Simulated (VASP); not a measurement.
Input of a VASP 6.6.1 run:

Contents of INCAR:

```
PREC = Accurate
ENCUT = 500
EDIFF = 1E-6
ISMEAR = -1
SIGMA = 0.1
LREAL = F
LASPH = T
NELM = 120
ALGO = Normal
ISIF = 2
LWAVE = F
LCHARG = F
GGA = RP
NBANDS = 14
GGA_COMPAT = F
```

Contents of KPOINTS:

```
Automatic mesh
0
Gamma
  8 8 8
```

File POSCAR:

```
Na
1.0
    0.0000000000      3.8313653406      3.8313653406
    3.8313653406      0.0000000000      3.8313653406
    3.8313653406      3.8313653406      0.0000000000
Na
2
Direct
    0.1250000000      0.1250000000      0.1250000000
    0.8750000000      0.8750000000      0.8750000000
```

Potentials or basis: VASP PAW PBE potentials, release 64 (Na_pv).

Run with:

```sh
$ cat potpaw_PBE.64/Na_pv/POTCAR > POTCAR
$ mpirun -np 1 vasp_std > vasp.out
```

(1) Estimate the pressure.

(2) Estimate the band gap on the k mesh.

Results:

(1) 0.1 GPa.

(2) zero (bands 7 and 8 overlap by 0.73 eV).

Caveat: the PAW data sets were made with another functional, which shifts forces and pressure a little.
